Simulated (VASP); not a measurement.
# W (P6/mmm) in VASP: further runs, part 3 of 3

VASP 6.6.1. Earlier steps stand in the parts before.

## (4) Single point, r2SCAN (volume scaled by 0.88)

The input, POSCAR:

```
W
1.0
    4.4712780701      0.0000000000      0.0000000000
   -2.2356390351      3.8722403961      0.0000000000
    0.0000000000      0.0000000000      2.4838010059
W
3
Direct
    0.0000000000      1.0000000000      0.0000000000
    0.3333333333      0.6666666667      0.5000000000
    0.6666666667      0.3333333333      0.5000000000
```

The input, INCAR.step1:

```
SYSTEM = W
PREC = Accurate
ENCUT = 520
ISMEAR = -1
SIGMA = 0.1
LREAL = .False.
LASPH = .True.
NELM = 100
NBANDS = 28
GGA = PE
ALGO = Normal
EDIFF = 1E-4
LWAVE = .True.
LCHARG = .False.
```

The input, INCAR.step2:

```
SYSTEM = W
PREC = Accurate
ENCUT = 520
EDIFF = 1E-6
ISMEAR = -1
SIGMA = 0.1
LREAL = .False.
LASPH = .True.
NELM = 100
ALGO = Normal
ISIF = 2
LWAVE = .False.
LCHARG = .False.
METAGGA = R2SCAN
LMIXTAU = .True.
NBANDS = 28
ISTART = 1
```

The input, KPOINTS:

```
Automatic mesh
0
Gamma
  9 9 14
  0 0 0
```

Run with:

```console
cat potpaw_PBE.64/W_sv/POTCAR > POTCAR
cp INCAR.step1 INCAR
mpirun -np 1 vasp_std > vasp.out
cp INCAR.step2 INCAR
mpirun -np 1 vasp_std > vasp.out
```

Run time: 2.8 min. Hardware: 1 thread of Intel Xeon Platinum 8559C (Emerald Rapids), shared host; peak memory 0.22 GiB.

Results (log left out):

| Item | Value |
| --- | --- |
| Free energy | -151.4360 eV |
| Pressure | 50.7 GPa |
| Band gap on the k mesh | zero (band 21 reaches 13.21 eV, above the bottom of band 22 at 12.06 eV) |

Stress tensor (GPa, compression positive):
```
49.49  0.00  0.00
 0.00 49.49  0.00
 0.00  0.00 53.14
```

Levels at points of the mesh, in eV from the Fermi level:
| k point | band 18 | band 19 | band 20 | band 21 | band 22 | band 23 | band 24 | band 25 |
| --- | --- | --- | --- | --- | --- | --- | --- | --- |
| (0.00, 0.00, 0.00) | -3.00 | -3.00 | -2.95 | -0.49 | -0.49 | 2.65 | 2.65 | 2.72 |
| (0.00, 0.00, 0.50) | -2.94 | -1.45 | -1.45 | 0.31 | 0.31 | 3.93 | 3.93 | 4.92 |

Caveat: the PAW data sets were made with another functional, which shifts forces and pressure a little; spin-orbit coupling is left out, which moves the levels of the heavy elements.

## (5) Single point, r2SCAN (volume scaled by 0.92)

The input, POSCAR:

```
W
1.0
    4.5380234040      0.0000000000      0.0000000000
   -2.2690117020      3.9300435508      0.0000000000
    0.0000000000      0.0000000000      2.5208781290
W
3
Direct
    0.0000000000      1.0000000000      0.0000000000
    0.3333333333      0.6666666667      0.5000000000
    0.6666666667      0.3333333333      0.5000000000
```

The input, INCAR.step1:

```
PREC = Accurate
ENCUT = 520
ISMEAR = -1
SIGMA = 0.1
LREAL = F
LASPH = T
NELM = 80
NBANDS = 28
GGA = PE
ALGO = Normal
EDIFF = 1E-4
LWAVE = T
LCHARG = F
```

The input, INCAR.step2:

```
PREC = Accurate
ENCUT = 520
EDIFF = 1E-7
ISMEAR = -1
SIGMA = 0.1
LREAL = F
LASPH = T
NELM = 80
ALGO = Normal
ISIF = 2
LWAVE = F
LCHARG = F
METAGGA = R2SCAN
LMIXTAU = T
NBANDS = 28
ISTART = 1
```

The input, KPOINTS:

```
regular mesh
0
Gamma
  9 9 14
```

Potentials or basis: VASP PAW PBE potentials, release 64 (W_sv).

Run with:

```console
cat potpaw_PBE.64/W_sv/POTCAR > POTCAR
cp INCAR.step1 INCAR
mpirun -np 1 vasp_std > vasp.out
cp INCAR.step2 INCAR
mpirun -np 1 vasp_std > vasp.out
```

OUTCAR:

```text
PREC = Accurate
   ENCUT = 520
   EDIFF = 1E-7
   ISMEAR = -1
   LREAL = F
   LASPH = T
   NELM = 80
   ISIF = 2
   METAGGA = R2SCAN
   ISTART = 1

 ion  position               nearest neighbor table
   1  0.000  0.000  0.000-   2 2.91   3 2.91   2 2.91   3 2.91   2 2.91   2 2.91   3 2.91   3 2.91
                             3 2.91   3 2.91   2 2.91   2 2.91
   2  0.333  0.667  0.500-   3 2.62   3 2.62   3 2.62   1 2.91   1 2.91   1 2.91   1 2.91   1 2.91
                             1 2.91
[... 945 lines left out ...]
  Direction    XX          YY          ZZ          XY          YZ          ZX
  --------------------------------------------------------------------------------------
  -------------------------------------------------------------------------------------
  Total        8.4757270      8.4757270      8.9138784      0.0000000     -0.0000000      0.0000000
  in kB      302.0449623    302.0449623    317.6591322      0.0000000     -0.0000000      0.0000000
  external PRESSURE =     307.2496856 kB  Pullay stress =       0.0000000 kB

 VOLUME and BASIS-vectors are now :
 -----------------------------------------------------------------------------
  energy-cutoff  :      520.00
  volume of cell :       44.96
      direct lattice vectors                 reciprocal lattice vectors
     4.538023404  0.000000000  0.000000000     0.220360256  0.127225053  0.000000000
    -2.269011702  3.930043551  0.000000000     0.000000000  0.254450106  0.000000000
     0.000000000  0.000000000  2.520878129     0.000000000  0.000000000  0.396687166

 POSITION                                       TOTAL-FORCE (eV/Angst)
 -----------------------------------------------------------------------------------
      0.00000      0.00000      0.00000         0.000000      0.000000      0.000000
     -0.00000      2.62003      1.26044        -0.000000      0.000000     -0.000000
      2.26901      1.31001      1.26044         0.000000      0.000000      0.000000
 -----------------------------------------------------------------------------------
    total drift:                                0.000000      0.000000     -0.000000

  FREE ENERGIE OF THE ION-ELECTRON SYSTEM (eV)
  ---------------------------------------------------
  free  energy   TOTEN  =      -151.9296578932 eV

  energy  without entropy=     -151.8287764152  energy(sigma->0) =     -151.87921715
```

OUTCAR.step1:

```text
PREC = Accurate
   ENCUT = 520
   ISMEAR = -1
   LREAL = F
   LASPH = T
[... 972 lines left out ...]
      0.00000      0.00000      0.00000        -0.000000     -0.000000      0.000000
     -0.00000      2.62003      1.26044         0.000000      0.000000     -0.000000
      2.26901      1.31001      1.26044        -0.000000     -0.000000      0.000000
 -----------------------------------------------------------------------------------
    total drift:                                0.000000      0.000000     -0.000000

  FREE ENERGIE OF THE ION-ELECTRON SYSTEM (eV)
  ---------------------------------------------------
  free  energy   TOTEN  =       -36.8085300414 eV

  energy  without entropy=      -36.7035446298  energy(sigma->0) =      -36.75603734
```

Run time: 3 min. Hardware: 1 thread of Intel Xeon Platinum 8559C (Emerald Rapids), shared host; peak memory 0.22 GiB.

What came out:

```yaml
Free_energy: -151.9297 eV
Pressure: 30.7 GPa
Band_gap_on_the_k_mesh: zero (band 21 reaches 12.49 eV, above the bottom of band 22 at 11.41 eV)
```

Caveat: the PAW data sets were made with another functional, which shifts forces and pressure a little; spin-orbit coupling is left out, which moves the levels of the heavy elements.

## (6) Single point, r2SCAN (volume scaled by 0.96)

The input, POSCAR:

```
W
1.0
    4.6028610697      0.0000000000      0.0000000000
   -2.3014305348      3.9861946164      0.0000000000
    0.0000000000      0.0000000000      2.5568955398
W
3
Direct
    0.0000000000      1.0000000000      0.0000000000
    0.3333333333      0.6666666667      0.5000000000
    0.6666666667      0.3333333333      0.5000000000
```

The input, INCAR.step1:

```
PREC     = Accurate       # precision mode
ENCUT    = 520            # plane-wave cutoff, eV
ISMEAR   = -1             # smearing method
SIGMA    = 0.1            # smearing width, eV
LREAL    = F              # projectors in reciprocal space
LASPH    = T              # aspherical terms in the spheres
NELM     = 80             # most SCF steps
NBANDS   = 28             # bands
GGA      = PE             # functional
ALGO     = Normal         # electronic algorithm
EDIFF    = 1E-4           # SCF threshold, eV
LWAVE    = T              # write WAVECAR
LCHARG   = F              # write CHGCAR
```

The input, INCAR.step2:

```
PREC     = Accurate       # precision mode
ENCUT    = 520            # plane-wave cutoff, eV
EDIFF    = 1E-6           # SCF threshold, eV
ISMEAR   = -1             # smearing method
SIGMA    = 0.1            # smearing width, eV
LREAL    = F              # projectors in reciprocal space
LASPH    = T              # aspherical terms in the spheres
NELM     = 80             # most SCF steps
ALGO     = Normal         # electronic algorithm
ISIF     = 2              # what is computed and relaxed
LWAVE    = F              # write WAVECAR
LCHARG   = F              # write CHGCAR
METAGGA  = R2SCAN         # meta-GGA
LMIXTAU  = T            
NBANDS   = 28             # bands
ISTART   = 1
```

KPOINTS is that of step 5.

Potentials or basis: VASP PAW PBE potentials, release 64 (W_sv).

Run with:

```console
cat potpaw_PBE.64/W_sv/POTCAR > POTCAR
cp INCAR.step1 INCAR
mpirun -np 1 vasp_std > vasp.out
cp INCAR.step2 INCAR
mpirun -np 1 vasp_std > vasp.out
```

Run time: 2.6 min. Hardware: 1 thread of Intel Xeon Platinum 8559C (Emerald Rapids), shared host; peak memory 0.23 GiB.

It converged, with:

- Free energy: -152.2030 eV
- Pressure: 14.5 GPa
- Band gap on the k mesh: zero (band 21 reaches 11.83 eV, above the bottom of band 22 at 10.82 eV)

Levels at points of the mesh, in eV from the Fermi level:
```tsv
k point	band 17	band 18	band 19	band 20	band 21	band 22	band 23	band 24	band 25	band 26
(0.00, 0.00, 0.00)	-2.82	-2.81	-2.81	-2.64	-0.35	-0.35	2.48	2.48	2.56	2.56
(0.00, 0.00, 0.50)	-4.54	-2.90	-1.21	-1.21	0.26	0.26	3.56	3.56	4.45	4.45
```

Caveat: the PAW data sets were made with another functional, which shifts forces and pressure a little; spin-orbit coupling is left out, which moves the levels of the heavy elements.

## (7) The runs side by side

| cell | k mesh | gap on the mesh (eV) | pressure (GPa) |
| --- | --- | --- | --- |
| a = 4.846, b = 4.846, c = 2.692 Å, angles 90.0, 90.0, 120.0°, 3 atoms | 9 × 9 × 14 | none | -25.4 |
| a = 4.666, b = 4.666, c = 2.592 Å, angles 90.0, 90.0, 120.0°, 3 atoms | 10 × 10 × 16 | none | 1.2 |
| a = 4.471, b = 4.471, c = 2.484 Å, angles 90.0, 90.0, 120.0°, 3 atoms | 9 × 9 × 14 | none | 50.7 |
| a = 4.538, b = 4.538, c = 2.521 Å, angles 90.0, 90.0, 120.0°, 3 atoms | 9 × 9 × 14 | none | 30.7 |
| a = 4.603, b = 4.603, c = 2.557 Å, angles 90.0, 90.0, 120.0°, 3 atoms | 9 × 9 × 14 | none | 14.5 |

Alike in all rows: task single point; level r2SCAN; potentials or basis VASP PAW PBE potentials, release 64 (W_sv); no spin polarisation; cutoff (eV) 520; smearing fermi-dirac 0.1 eV.

Caveats: the PAW data sets were made with another functional, which shifts forces and pressure a little; spin-orbit coupling is left out, which moves the levels of the heavy elements.

Absolute energies hang on the potentials; compare differences alone.
